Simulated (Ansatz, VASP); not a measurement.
**Two plane-wave programs on LiF**

POSCAR

```
LiF
1.0
    2.5162584444      0.0000000000      0.0000000000
    0.0000000000      2.5162584444      0.0000000000
    0.0000000000      0.0000000000      2.5162584444
Li F
1 1
Direct
    0.0000000000      0.0000000000      0.0000000000
    0.5000000000      0.5000000000      0.5000000000
```

File INCAR.step1:

```
PREC = Accurate
ENCUT = 520
EDIFF = 1E-5
ISMEAR = -1
SIGMA = 0.05
LREAL = F
LASPH = T
NELM = 100
ALGO = Normal
ISIF = 2
LWAVE = T
LCHARG = F
NBANDS = 12
GGA = PE
```

Contents of INCAR.step2:

```
PREC = Accurate
ENCUT = 520
EDIFF = 1E-6
ISMEAR = -1
SIGMA = 0.05
LREAL = F
LASPH = T
NELM = 100
ALGO = Normal
ISIF = 2
LWAVE = F
LCHARG = F
GGA = PE
LHFCALC = T
HFSCREEN = 0.2079
PRECFOCK = Normal
NBANDS = 12
ISTART = 1
```

File KPOINTS:

```
Automatic mesh
0
Gamma
  4 4 4
```

Input for Ansatz:

```yaml
crystal:
  lattice:
    - [2.5162584444, 0.0, 0.0]
    - [0.0, 2.5162584444, 0.0]
    - [0.0, 0.0, 2.5162584444]
  atoms:
    - { symbol: Li, position: [0.0, 0.0, 0.0] }
    - { symbol: F, position: [0.5, 0.5, 0.5] }
kpoints:
  mp_grid: { grid: [4, 4, 4] }
hamiltonian:
  xc: hse06
scf:
  occupations: { method: fermi_dirac, width: 0.05 }
  n_extra_bands: 4
output:
  forces: true
  stress: true
  eigenvalues: true
```

Alike in both runs: task single point; functional HSE06; k mesh 4 × 4 × 4; occupations fermi-dirac, width 0.05 eV; no spin polarisation.

```csv
,VASP,Ansatz
version,VASP 6.6.1,Ansatz 0.2.0
potentials or method,"VASP PAW PBE potentials, release 64 (Li_sv, F)",plane waves
plane-wave cutoff (eV),520,420
valence electrons in the cell,10,10
```

Ansatz gave:

| Property | Result |
| --- | --- |
| gap on the k mesh at the Fermi level (eV) | 10.17 |

Question: Estimate VASP's values.

Answer: gap on the k mesh at the Fermi level (eV): 10.18.

With one functional, cell and mesh, what is left measures potentials, basis and numerics. Ansatz's warnings: stress exchange threshold loose, stress scf threshold loose.

The k mesh is coarse, so the values compare programs but aren't converged. Noted on VASP's run: the cutoff is short for stress, so the pressure is rough.
